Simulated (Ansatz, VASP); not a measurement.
CaIn3O: VASP beside Ansatz

```
CELL_PARAMETERS angstrom
6.02516 0.00000 0.00000
0.00000 6.02516 0.00000
0.00000 0.00000 6.02516
ATOMIC_POSITIONS crystal
Ca 0.50000 0.50000 0.50000
In 0.00000 0.50000 0.50000
In 0.50000 0.00000 0.50000
In 0.50000 0.50000 0.00000
O 0.00000 0.00000 0.00000
```

Change from the starting cell: species swapped into the ZnAgF3 type (Pm-3m, No. 221).

Alike in both runs: functional PBE; k mesh 4 × 4 × 4; occupations gaussian, width 0.1 eV; collinear spin.

Ansatz relaxed the structure, and its values are those at the end. VASP's run is a single point on that final structure, the one shown.

```csv
,VASP,Ansatz
version,VASP 6.6.1,Ansatz 0.2.0
potentials or method,"VASP PAW PBE potentials, release 64 (Ca_sv, In_d, O), cutoff 520 eV","scalar-relativistic, plane waves, PAW"
valence electrons in the cell,55,55
```

Ansatz gave:

- gap on the k mesh at the Fermi level (eV): none
- pressure (GPa): 0.2
- net moment per atom (μB): 0.22
- size of the moment on the site where the two differ most (μB): 1.27

Q: Which values does VASP return?

A: gap on the k mesh at the Fermi level (eV): none; pressure (GPa): -0.2; net moment per atom (μB): 0.00; size of the moment on the site where the two differ most (μB): 0.00.

The net moments are unlike, so the other rows may belong to different states. Site moments also hang on the region over which each program counts them. A gap of «none» marks a metal or a gap that the smearing closes.
